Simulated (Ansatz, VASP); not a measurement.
Ir: VASP beside Ansatz

```xyz
1
Lattice="0.0000 1.8403 1.9881 1.8403 0.0000 1.9881 1.8403 1.8403 0.0000" Properties=species:S:1:pos:R:3 pbc="T T T"
Ir    0.0000    0.0000    0.0000
```

Alike in both runs: task single point; functional LDA; k mesh 22 × 22 × 22; occupations gaussian, width 0.15 eV; no spin polarisation.

|  | VASP | Ansatz |
| --- | --- | --- |
| version | VASP 6.6.1 | Ansatz 0.2.0 |
| potentials or method | VASP PAW LDA potentials, release 64 (Ir), cutoff 520 eV | scalar-relativistic, plane waves, PAW |
| valence electrons in the cell | 9 | 17 |

```csv
,VASP,Ansatz,Ansatz less VASP
gap on the k mesh at the Fermi level (eV),none,none,-
pressure (GPa),16.5,13.6,-2.97
"traceless stress, the component that is largest in VASP (GPa)",-22.46,-22.51,-0.052
```

LDA's correlation is that of Perdew and Zunger in VASP and of Perdew and Wang (1992) in Ansatz. A gap of «none» marks a metal or a gap that the smearing closes. VASP's potentials hold 9 valence electrons a cell and Ansatz's 17, so a difference there can come from the potentials and not from the codes.

Spin-orbit coupling is off throughout.
